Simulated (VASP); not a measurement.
# Mg5Cd3O8 (P1) in VASP: single point with HSE06

Aim: the single point of Mg5Cd3O8 with HSE06.

All numbers are computed with VASP 6.6.1; they aren't measurements. Logs are shortened: lines on timing, memory, paths and dates and some standing lists are left out, and cuts for length are marked.

## 1. The cell of the first run

The typed cell holds 64 atoms: a = 8.844 Å, b = 8.844 Å, c = 8.844 Å, α = 90.00°, β = 90.00°, γ = 90.00°.

## 2. Single point, HSE06

Contents of POSCAR:

```
Mg5Cd3O8
1.0
    8.8436660000      0.0000000000      0.0000000000
    0.0000000000      8.8436660000      0.0000000000
    0.0000000000      0.0000000000      8.8436660000
O Mg Cd
32 20 12
Direct
    0.2360610000      0.9855560000      0.0117290000
    0.2639000000      0.9984910000      0.4901650000
    0.2366500000      0.5148140000      0.9846750000
    0.2636830000      0.5007580000      0.5118350000
    0.7612400000      0.9879750000      0.0001210000
    0.7387630000      0.0094100000      0.5017620000
    0.7629170000      0.5150350000      0.9852200000
    0.7373990000      0.4874890000      0.5141630000
    0.0002210000      0.2496910000      0.0021970000
    0.0023080000      0.2495580000      0.5016360000
    0.0022710000      0.7502910000      0.0108710000
    0.0177240000      0.7484100000      0.4827730000
    0.4985460000      0.2508660000      0.9834770000
    0.4977570000      0.2500090000      0.5103230000
    0.4964940000      0.7498530000      0.0025190000
    0.4896160000      0.7499600000      0.5005390000
    0.9979760000      0.9988820000      0.2386910000
    0.9859660000      0.0139660000      0.7646380000
    0.0001110000      0.4958190000      0.2333200000
    0.9965390000      0.4873970000      0.7609400000
    0.5040880000      0.9889200000      0.2623230000
    0.5125450000      0.0003190000      0.7377750000
    0.5018510000      0.5142660000      0.2661340000
    0.5026290000      0.4996540000      0.7393130000
    0.2376400000      0.2345140000      0.2651400000
    0.2494500000      0.2612380000      0.7361540000
    0.2521740000      0.7614520000      0.2497100000
    0.2625260000      0.7399400000      0.7481050000
    0.7630220000      0.2344750000      0.2651450000
    0.7487270000      0.2494970000      0.7387010000
    0.7518180000      0.7632500000      0.2391880000
    0.7379780000      0.7516820000      0.7601590000
    0.9978010000      0.9973510000      0.0031780000
    0.0000490000      0.5028660000      0.9966760000
    0.5007960000      0.9990450000      0.5006820000
    0.4989580000      0.5004450000      0.5058970000
    0.2529280000      0.2493020000      0.5020910000
    0.2481600000      0.7500830000      0.0023170000
    0.2570700000      0.7496500000      0.4973860000
    0.7477080000      0.2473240000      0.5038530000
    0.7530650000      0.7522370000      0.9999020000
    0.2475940000      0.9960350000      0.2524860000
    0.2531000000      0.5002140000      0.7475270000
    0.7526110000      0.9975980000      0.2506350000
    0.7478930000      0.0022740000      0.7503840000
    0.7478720000      0.4974080000      0.7499220000
    0.0002480000      0.2437070000      0.2501500000
    0.9973460000      0.2517390000      0.7493670000
    0.0032750000      0.7557530000      0.2436050000
    0.5026170000      0.2522310000      0.7414420000
    0.4980420000      0.7544760000      0.2528370000
    0.5003350000      0.7484030000      0.7465020000
    0.0006040000      0.0005300000      0.4992690000
    0.0017820000      0.4978390000      0.5005610000
    0.5007370000      0.9970720000      0.9999620000
    0.5001010000      0.5036060000      0.9967530000
    0.2464070000      0.2503110000      0.9988090000
    0.7528960000      0.2493910000      0.9986390000
    0.7474060000      0.7499780000      0.4995170000
    0.2511600000      0.0005170000      0.7495720000
    0.2494810000      0.5013610000      0.2505500000
    0.7519840000      0.5007160000      0.2497220000
    0.0004780000      0.7488290000      0.7531070000
    0.5003300000      0.2469780000      0.2557910000
```

Contents of INCAR.step1:

```
SYSTEM = Mg5Cd3O8
PREC     = Accurate       ! precision mode
ENCUT    = 520            ! plane-wave cutoff, eV
EDIFF    = 1E-5           ! SCF threshold, eV
ISMEAR   = -1             ! smearing method
SIGMA    = 0.05           ! smearing width, eV
LREAL    = Auto         
LASPH    = .TRUE.         ! aspherical terms in the spheres
NELM     = 100            ! most SCF steps
ALGO     = Normal         ! electronic algorithm
ISIF     = 2              ! what is computed and relaxed
LWAVE    = .TRUE.         ! write WAVECAR
LCHARG   = .FALSE.        ! write CHGCAR
GGA      = PE             ! functional
NBANDS   = 226            ! bands
LUSENCCL = .FALSE.
```

Contents of INCAR.step2:

```
SYSTEM = Mg5Cd3O8
PREC     = Accurate       ! precision mode
ENCUT    = 520            ! plane-wave cutoff, eV
EDIFF    = 1E-6           ! SCF threshold, eV
ISMEAR   = -1             ! smearing method
SIGMA    = 0.05           ! smearing width, eV
LREAL    = Auto         
LASPH    = .TRUE.         ! aspherical terms in the spheres
NELM     = 100            ! most SCF steps
ALGO     = Normal         ! electronic algorithm
ISIF     = 2              ! what is computed and relaxed
LWAVE    = .FALSE.        ! write WAVECAR
LCHARG   = .FALSE.        ! write CHGCAR
GGA      = PE             ! functional
LHFCALC  = .TRUE.         ! exact exchange
HFSCREEN = 0.2079         ! screening, 1/A
PRECFOCK = Fast         
ISTART   = 1            
NBANDS   = 226            ! bands
LUSENCCL = .FALSE.
```

Contents of KPOINTS:

```
Automatic mesh
0
G
  1 1 1
  0 0 0
```

Potentials or basis: VASP PAW PBE potentials, release 64 (O, Mg, Cd).

Started as:

```
$ cat potpaw_PBE.64/O/POTCAR potpaw_PBE.64/Mg/POTCAR potpaw_PBE.64/Cd/POTCAR > POTCAR
$ cp INCAR.step1 INCAR
$ mpirun -np 1 vasp_gam > vasp.out
$ cp INCAR.step2 INCAR
$ mpirun -np 1 vasp_gam > vasp.out
```

OUTCAR:

```text
SYSTEM = Mg5Cd3O8
   PREC = Accurate
   ENCUT = 520
   EDIFF = 1E-6
   ISMEAR = -1
   LREAL = Auto
   LASPH = .TRUE.
   NELM = 100
   ISIF = 2
   GGA = PE
   LHFCALC = .TRUE.
   HFSCREEN = 0.2079
   PRECFOCK = Fast
   ISTART = 1

 ion  position               nearest neighbor table
   1  0.236  0.986  0.012-  38 2.09  33 2.11  42 2.13  60 2.33  55 2.35  57 2.35
   2  0.264  0.998  0.490-  35 2.10  42 2.11  39 2.20  37 2.22  60 2.30  53 2.33
   3  0.237  0.515  0.985-  38 2.09  34 2.10  43 2.11  56 2.33  57 2.34  61 2.36
   4  0.264  0.501  0.512-  36 2.08  43 2.09  39 2.21  37 2.23  61 2.31  54 2.32
   5  0.761  0.988  0.000-  41 2.09  33 2.09  45 2.22  44 2.22  55 2.31  58 2.31
   6  0.739  0.009  0.502-  40 2.11  35 2.11  45 2.20  44 2.23  59 2.30  53 2.32
[... 76 lines left out ...]
  58  0.753  0.249  0.999-   9 2.19  13 2.25  30 2.30   5 2.31   7 2.35  29 2.36  48 3.09  45 3.10
                            46 3.11  33 3.11  47 3.12  34 3.13  62 3.14  44 3.15  55 3.15  56 3.17
  59  0.747  0.750  0.500-  16 2.28   6 2.30  31 2.31  32 2.31   8 2.33  12 2.40  52 3.09  35 3.10
                            51 3.10  44 3.11  36 3.11  62 3.12  46 3.15  45 3.15  53 3.15  54 3.17
  60  0.251  0.001  0.750-   2 2.30  28 2.31  26 2.31  22 2.31   1 2.33  18 2.35  37 3.10  35 3.12
                            57 3.12  55 3.13  53 3.13  52 3.13  63 3.14  39 3.15  38 3.15  50 3.15
  61  0.249  0.501  0.251-  19 2.21  23 2.24  27 2.30   4 2.31   3 2.36  25 2.37  39 3.10  38 3.11
                            54 3.11  49 3.13  51 3.14  57 3.14  34 3.15  37 3.15  56 3.15  36 3.16
  62  0.752  0.501  0.250-  19 2.20  23 2.22  31 2.32   7 2.34   8 2.35  29 2.36  59 3.12  54 3.13
                            34 3.13  41 3.14  58 3.14  56 3.16  47 3.16  64 3.16  49 3.17  40 3.17
  63  0.000  0.749  0.753-  11 2.28  20 2.31  28 2.32  32 2.32  18 2.35  12 2.40  34 3.06  41 3.09
                            38 3.11  33 3.12  43 3.13  60 3.14  54 3.15  46 3.15  53 3.16  45 3.16
  64  0.500  0.247  0.256-  14 2.25  21 2.28  25 2.33  29 2.33  23 2.37  13 2.41  35 3.08  37 3.09
                            40 3.10  44 3.14  36 3.15  42 3.15  61 3.16  62 3.16  55 3.16  58 3.19

  LATTYP: Found a simple cubic cell.
 ALAT       =     8.8436660000

  Lattice vectors:

 A1 = (   8.8436660000,   0.0000000000,   0.0000000000)
 A2 = (   0.0000000000,   8.8436660000,   0.0000000000)
 A3 = (   0.0000000000,   0.0000000000,   8.8436660000)

Analysis of symmetry for initial positions (statically):
=====================================================================
 Subroutine PRICEL returns:
 Original cell was already a primitive cell.

 Routine SETGRP: Setting up the symmetry group for a
 simple cubic supercell.

 Subroutine GETGRP returns: Found  1 space group operations
 (whereof  1 operations were pure point group operations)
 out of a pool of 48 trial point group operations.

The static configuration has the point symmetry C_1 .

Analysis of symmetry for dynamics (positions and initial velocities):
=====================================================================
 Subroutine PRICEL returns:
 Original cell was already a primitive cell.

 Routine SETGRP: Setting up the symmetry group for a
 simple cubic supercell.

 Subroutine GETGRP returns: Found  1 space group operations
 (whereof  1 operations were pure point group operations)
 out of a pool of 48 trial point group operations.

The dynamic configuration has the point symmetry C_1 .

 Subroutine INISYM returns: Found  1 space group operations
 (whereof  1 operations are pure point group operations),
 and found     1 'primitive' translations

----------------------------------------------------------------------------------------

                                     Primitive cell

[... 180 lines left out ...]
 SYSTEM =  Mg5Cd3O8
   PREC   = accura    normal or accurate (medium, high low for compatibility)
   ISTART =      1    job   : 0-new  1-cont  2-samecut
   ICHARG =      0    charge: 1-file 2-atom 10-const
   ISPIN  =      1    spin polarized calculation?
   LNONCOLLINEAR =      F non collinear calculations
   LSORBIT =      F    spin-orbit coupling
   LASPH  =      T    aspherical Exc in radial PAW
   ENCUT  =  520.0 eV  38.22 Ry    6.18 a.u.  16.44 16.44 16.44*2*pi/ulx,y,z
   NELM   =    100;   NELMIN=  2; NELMDL=  0     # of ELM steps
   EDIFF  = 0.1E-05   stopping-criterion for ELM
   LREAL  =      T    real-space projection
   EDIFFG = 0.1E-04   stopping-criterion for IOM
   NSW    =      0    number of steps for IOM
   IBRION =     -1    ionic relax: 0-MD 1-quasi-New 2-CG
   NFREE  =      0    steps in history (QN), initial steepest desc. (CG)
   ISIF   =      2    stress and relaxation
   ISYM   =      3    0-nonsym 1-usesym 2-fastsym
   POTIM  = 0.5000    time-step for ionic-motion
   TEBEG  =    0.0;   TEEND  =   0.0 temperature during run
   PSTRESS=    0.0 pullay stress
   NELECT =     376.0000    total number of electrons
   NUPDOWN=      -1.0000    fix difference up-down
   EMIN   =  10.00;   EMAX   =-10.00  energy-range for DOS
   EFERMI =   0.00;   METHOD = LEGACY
   ISMEAR =    -1;   SIGMA  =   0.05  broadening in eV -4-tet -1-fermi 0-gaus
   EFERMI_NEDOS =   21; number of points for ismear=-14 and -15
   IALGO  =     38    algorithm
   IMIX   =      1    mixing-type and parameters
     AMIX     =   0.40;   BMIX     =  1.00
     AMIX_MAG =   1.60;   BMIX_MAG =  1.00
  volume/ion in A,a.u.               =      10.81        72.93
  Fermi-wavevector in a.u.,A,eV,Ry     =   1.336098  2.524860 24.288562  1.785159
  Thomas-Fermi vector in A             =   2.464751
   LORBIT       =      0    0 simple, 1 ext, 2 COOP (PROOUT), +10 PAW based schemes
   GGA     = PE    functional components
   LHFCALC =     T    Hartree Fock is set to
   PRECFOCK=fast      Normal, Fast or Accurate (Low or Medium for compatibility)
   ENCUT4O =  -1.0   cutoff for four orbital integrals eV
   NKREDX  =     1    reduce k-point grid by
   NKREDY  =     1    reduce k-point grid by
   NKREDZ  =     1    reduce k-point grid by
   AEXX    =    0.2500 exact exchange contribution
   HFSCREEN=    0.2079 screening length (either q_TF or 0.3 A-1)
   HFSCREENC=   0.2079 screening length for correlation (either q_TF or 0.3 A-1)
   ENCUTFOCK=  -1.0 apply spherical cutoff to Coloumb kernel
   IVDW    =     0    specifies the selected vdW correction
   LEPSILON=     F    determine dielectric tensor
   LRPA    =     F    only Hartree local field effects (RPA)
 non-spin polarized calculation
  energy-cutoff  :      520.00
  volume of cell :      691.67
 maximum number of plane-waves:      9403
 NGX is ok and might be reduce to    70
  NGX = 36; NGY = 36; NGZ = 36

 number of electron     375.9999994 magnetization

 Free energy of the ion-electron system (eV)
  ---------------------------------------------------
  ext. energy  EPLUGINS =         0.00000000
  ---------------------------------------------------
  free energy    TOTEN  =      -399.36861534 eV

  energy without entropy =     -399.36861534  energy(sigma->0) =     -399.36861534

 E-fermi :   3.1834     XC(G=0):  -9.2656

 val. band max:        1.9065794449   @ k =   0.0000   0.0000   0.0000
 cond. band min:       4.9534297175   @ k =   0.0000   0.0000   0.0000
 fundamental gap:      3.0468502725
 Fermi energy:         3.1833974819

 k-point     1 :       0.0000    0.0000    0.0000
  band No.  band energies     occupation
      1     -17.3947      2.00000
      2     -17.1206      2.00000
      3     -16.8620      2.00000
      4     -16.7829      2.00000
      5     -16.7339      2.00000
      6     -16.7218      2.00000
[... 192 lines left out ...]
    199       9.1470      0.00000
    200       9.4443      0.00000
 [bands above 200 left out]

------------------------ aborting loop because EDIFF is reached ----------------------------------------

  FORCE on cell =-STRESS in cart. coord.  units (eV):
  Direction    XX          YY          ZZ          XY          YZ          ZX
  --------------------------------------------------------------------------------------
  -------------------------------------------------------------------------------------
  Total        0.9398411      1.0019868     -0.3816195     -0.3777096     -2.5641476     -2.2258718
  in kB        2.1770481      2.3210024     -0.8839834     -0.8749265     -5.9395920     -5.1560098
  external PRESSURE =       1.2046890 kB  Pullay stress =       0.0000000 kB

 VOLUME and BASIS-vectors are now :
 -----------------------------------------------------------------------------
  energy-cutoff  :      520.00
  volume of cell :      691.67
      direct lattice vectors                 reciprocal lattice vectors
     8.843666000  0.000000000  0.000000000     0.113075279  0.000000000  0.000000000
     0.000000000  8.843666000  0.000000000     0.000000000  0.113075279  0.000000000
     0.000000000  0.000000000  8.843666000     0.000000000  0.000000000  0.113075279

 POSITION                                       TOTAL-FORCE (eV/Angst)
 -----------------------------------------------------------------------------------
      2.08764      8.71593      0.10373        -0.031345     -0.053833      0.031182
      2.33384      8.83032      4.33486         0.051981     -0.004248     -0.031780
      2.09285      4.55284      8.70814        -0.042504      0.088410     -0.045667
      2.33192      4.42854      4.52650         0.030799     -0.022817      0.030118
      6.73215      8.73732      0.00107         0.045151     -0.062062     -0.011882
      6.53337      0.08322      4.43742        -0.037456      0.037066      0.003085
[... 56 lines left out ...]
      0.00423      6.62239      6.66023         0.000373     -0.046060      0.123747
      4.42475      2.18419      2.26213         0.003445     -0.070746      0.147825
 -----------------------------------------------------------------------------------
    total drift:                               -0.001199      0.005848     -0.001788

  FREE ENERGIE OF THE ION-ELECTRON SYSTEM (eV)
  ---------------------------------------------------
  free  energy   TOTEN  =      -399.3686153391 eV

  energy  without entropy=     -399.3686153391  energy(sigma->0) =     -399.36861534
```

It took 9.5 min on 1 × NVIDIA H100 80GB with 1 thread of AMD EPYC 7R13 (Zen 3), shared host; peak memory 1.6 GiB.

What came out:

| Quantity | Value |
| --- | --- |
| Free energy | -399.3686 eV |
| Pressure | 0.1 GPa |
| Largest force | 0.164 eV/Å |
| Band gap on the k mesh | 3.05 eV |

Forces on the atoms (eV/Å):
```
O   -0.031 -0.054  0.031
O    0.052 -0.004 -0.032
O   -0.043  0.088 -0.046
O    0.031 -0.023  0.030
O    0.045 -0.062 -0.012
O   -0.037  0.037  0.003
O    0.041  0.045 -0.085
O   -0.039 -0.013  0.076
O    0.013  0.009  0.025
O    0.022  0.008 -0.003
O    0.009 -0.027  0.055
O    0.052 -0.008 -0.053
O    0.003  0.016 -0.013
O   -0.042  0.001  0.041
O   -0.035 -0.008  0.027
O   -0.058  0.005  0.009
O   -0.011  0.029 -0.042
O   -0.063  0.038  0.038
O    0.001 -0.011 -0.062
O   -0.027 -0.071  0.063
O    0.027 -0.052  0.029
O    0.063  0.008 -0.040
O   -0.012  0.007  0.013
O    0.041  0.002 -0.034
O   -0.036 -0.034  0.077
O   -0.002  0.027 -0.075
O   -0.005  0.046 -0.014
O    0.042 -0.024 -0.003
O    0.035 -0.074  0.040
O    0.013  0.008 -0.048
O   -0.009  0.072 -0.032
O   -0.046  0.009  0.030
Mg  -0.042 -0.048  0.091
Mg  -0.004  0.048 -0.035
Mg   0.001 -0.007  0.008
Mg  -0.042  0.001  0.121
Mg   0.044  0.003  0.049
Mg  -0.053  0.003  0.053
Mg   0.120  0.004 -0.042
Mg  -0.043 -0.041  0.088
Mg   0.058  0.040  0.003
Mg  -0.053 -0.085  0.038
Mg   0.055 -0.001 -0.045
Mg   0.049 -0.041 -0.006
Mg  -0.043  0.046 -0.007
Mg  -0.045 -0.051 -0.004
Mg  -0.002 -0.089 -0.007
Mg  -0.048  0.044 -0.005
Mg   0.046  0.101 -0.120
Mg   0.047  0.047 -0.150
Mg  -0.051  0.074  0.047
Mg  -0.004 -0.046 -0.061
Cd  -0.003  0.077 -0.081
Cd   0.035 -0.078  0.037
Cd   0.044 -0.097 -0.002
Cd   0.004  0.094 -0.113
Cd  -0.104  0.001 -0.041
Cd   0.104 -0.042 -0.081
Cd  -0.120  0.038 -0.002
Cd   0.044  0.003 -0.039
Cd  -0.034  0.085  0.042
Cd   0.039  0.042  0.000
Cd   0.000 -0.046  0.124
Cd   0.003 -0.071  0.148
```

Caveat: the k points lie up to 0.71 Å⁻¹ apart; the PAW data sets were made with another functional, which shifts forces and pressure a little. A k mesh can miss the band edges.
